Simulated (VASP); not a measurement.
A run of VASP 6.6.1 is set up as follows.

File POSCAR:

```
MgB15N15
1.0
   -3.6241103844      3.6241103844     -3.6241103844
    3.6241103844      3.6241103844      3.6241103844
    3.6241103844     -3.6241103844     -3.6241103844
B Mg N
15 1 15
Direct
   -0.0016113169     -0.0010066637     -0.0604032856
    0.0105971477      0.2579762886      0.7551473057
    0.0106102024      0.5039263180      0.5091885915
   -0.0015731780      0.6883967159      0.2502602952
    0.2573565101      0.0112556326      0.7551640288
    0.2573411667      0.5039112112      0.2624322009
    0.2430001938      0.7494556388      0.0006807665
    0.5033168922      0.0112517358      0.5091852708
    0.5032978360      0.2579781442      0.2624478446
    0.4986631437      0.4992867621      0.0057381987
    0.4986568512      0.7545397119      0.7504923793
    0.6877851547     -0.0009842270      0.2502260673
    0.7488611982      0.2436110168      0.0007004080
    0.7539098971      0.4992713462      0.7505124027
    0.7488263497      0.7494548347      0.4948296817
    0.1792085946      0.1798541928      0.4310536297
    0.0000552124      0.2482953253      0.0097879946
    0.0075733804      0.5054710145      0.7567006008
    0.0000535233      0.7585690768      0.4995437414
    0.2476765997      0.0006623581      0.0097914431
    0.2529387819      0.2535766587      0.7794953816
    0.2529306676      0.5282962662      0.5047611981
    0.2477020276      0.7585710152      0.2518996408
    0.5048639762      0.0081916411      0.7567000217
    0.5276474318      0.2535757510      0.5047832429
    0.5048444980      0.5054729636      0.2594070662
    0.5027239844      0.7534889040      0.0047018322
    0.7579456189      0.0006715851      0.4995163801
    0.7579493937      0.2483168009      0.2519053347
    0.7528908914      0.5033484838      0.0047286905
    0.7528579305      0.7534759507      0.7545486824
```

File INCAR.step1:

```
SYSTEM = MgB15N15
ALGO = Normal ; EDIFF = 1E-4
ENCUT = 520 ; GGA = PE
ISMEAR = -1 ; LASPH = .True.
LCHARG = .False. ; LREAL = Auto
LWAVE = .True. ; NBANDS = 82
NELECT = 120.0 ; NELM = 80
PREC = Accurate ; SIGMA = 0.01
```

The input INCAR.step2:

```
SYSTEM = MgB15N15
ALGO = Normal ; EDIFF = 1E-6
ENCUT = 520 ; ISIF = 2
ISMEAR = -1 ; ISTART = 1
LASPH = .True. ; LCHARG = .False.
LMIXTAU = .True. ; LREAL = Auto
LWAVE = .False. ; METAGGA = R2SCAN
NBANDS = 82 ; NELECT = 120.0
NELM = 80 ; PREC = Accurate
SIGMA = 0.01
```

The input KPOINTS:

```
Automatic mesh
0
Gamma
  1 1 1
  0.25 0.25 0.25
```

Potentials or basis: VASP PAW PBE potentials, release 64 (B, Mg, N).

Run with:

```console
$ cat potpaw_PBE.64/B/POTCAR potpaw_PBE.64/Mg/POTCAR potpaw_PBE.64/N/POTCAR > POTCAR
$ cp INCAR.step1 INCAR
$ mpirun -np 1 vasp_std > vasp.out
$ cp INCAR.step2 INCAR
$ mpirun -np 1 vasp_std > vasp.out
```

Q: Estimate the largest force.

A: 0.196 eV/Å.

Forces in eV/Å, atoms in the order of the input:
```
B   -0.025 -0.031  0.027
B    0.003  0.093 -0.031
B    0.007  0.029 -0.092
B   -0.026 -0.028  0.033
B    0.026  0.091 -0.005
B    0.031  0.006 -0.092
B   -0.024 -0.053  0.052
B    0.092  0.026 -0.006
B    0.092  0.004 -0.031
B   -0.049 -0.045  0.048
B   -0.052 -0.051  0.044
B   -0.028 -0.028  0.029
B   -0.052 -0.053  0.029
B   -0.044 -0.048  0.052
B   -0.053 -0.026  0.051
Mg   0.112  0.114 -0.113
N   -0.072 -0.038 -0.027
N    0.009  0.014 -0.012
N   -0.071  0.029  0.039
N    0.027 -0.035  0.071
N   -0.056  0.005  0.054
N   -0.056 -0.059 -0.010
N    0.026 -0.070  0.039
N    0.016  0.015 -0.008
N    0.004 -0.056  0.054
N    0.011  0.011 -0.013
N    0.146  0.041 -0.041
N   -0.037  0.028  0.071
N   -0.040 -0.072 -0.027
N    0.041  0.040 -0.144
N    0.042  0.146 -0.042
```

Caveat: the k points lie up to 1.23 Å⁻¹ apart; the cell carries a net charge on a neutralising background, which shifts energy and pressure; the PAW data sets were made with another functional, which shifts forces and pressure a little.
